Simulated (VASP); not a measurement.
**MgRe3: single point with PBE**

Crystal: MgRe3.

```xyz
4
Lattice="0.1067 3.3111 3.1366 3.2433 0.0000 3.2433 2.9762 3.1507 0.2670" Properties=species:S:1:pos:R:3 pbc="T T T"
Mg   -0.2537    0.0000   -0.2537
Re    1.8049    1.5334    1.7576
Re    3.0976    3.2309    3.2580
Re    4.8405    4.9284    5.2085
```

This cell differs from its parent crystal: strained and its atoms moved.

```yaml
Program: VASP 6.6.1
Task: single point
Functional: PBE
Potentials_or_basis: VASP PAW PBE potentials, release 64 (Mg, Re)
Cutoff: 520 eV
k_mesh: 12 × 12 × 12
Occupations: gaussian, width 0.1 eV
Spin: no spin polarisation
```

```json
{
  "Pressure": "18.5 GPa",
  "Largest force": "6.041 eV/Å"
}
```

Forces on the atoms (eV/Å):
```
Mg   4.272  0.000  4.272
Re  -2.860  3.004 -1.223
Re  -0.189  0.000 -0.189
Re  -1.223 -3.004 -2.860
```

Stress tensor (GPa, compression positive):
```
17.26  7.79 -5.68
 7.79 20.86 -7.79
-5.68 -7.79 17.26
```

Levels at points of the mesh, in eV from the Fermi level:
| k point | band 8 | band 9 | band 10 | band 11 | band 12 | band 13 | band 14 | band 15 | band 16 | band 17 |
| --- | --- | --- | --- | --- | --- | --- | --- | --- | --- | --- |
| (0.00, 0.00, 0.00) | -2.59 | -2.32 | 0.43 | 0.64 | 1.26 | 1.65 | 1.98 | 2.02 | 2.60 | 5.07 |
| (0.50, 0.00, 0.00) | -2.45 | -2.34 | -1.06 | -0.73 | -0.33 | 1.27 | 1.95 | 2.01 | 2.31 | 3.40 |
| (0.00, 0.50, 0.00) | -2.50 | -1.85 | -1.57 | -1.13 | -0.83 | 0.67 | 1.65 | 1.82 | 2.69 | 3.27 |
| (0.50, 0.50, 0.00) | -1.61 | -1.28 | -0.48 | -0.24 | -0.05 | 0.51 | 1.46 | 1.74 | 2.03 | 2.30 |
| (0.00, 0.00, 0.50) | -2.35 | -2.33 | -1.22 | -0.97 | -0.97 | 0.76 | 1.06 | 1.93 | 2.03 | 3.30 |
| (0.50, 0.00, 0.50) | -2.78 | -1.30 | -0.41 | 0.08 | 0.43 | 1.58 | 1.80 | 1.95 | 2.59 | 2.61 |

It took 4.3 min on 1 thread of Intel(R) Xeon(R) 6975P-C (Granite Rapids) (shared host), peak memory 0.63 GiB.

Caveat: the cell differs from its parent crystal (strained and its atoms moved); spin-orbit coupling is left out, which moves the levels of the heavy elements; forces of over 1 eV/Å act on the atoms, so gaps and moduli don't describe the material at rest.
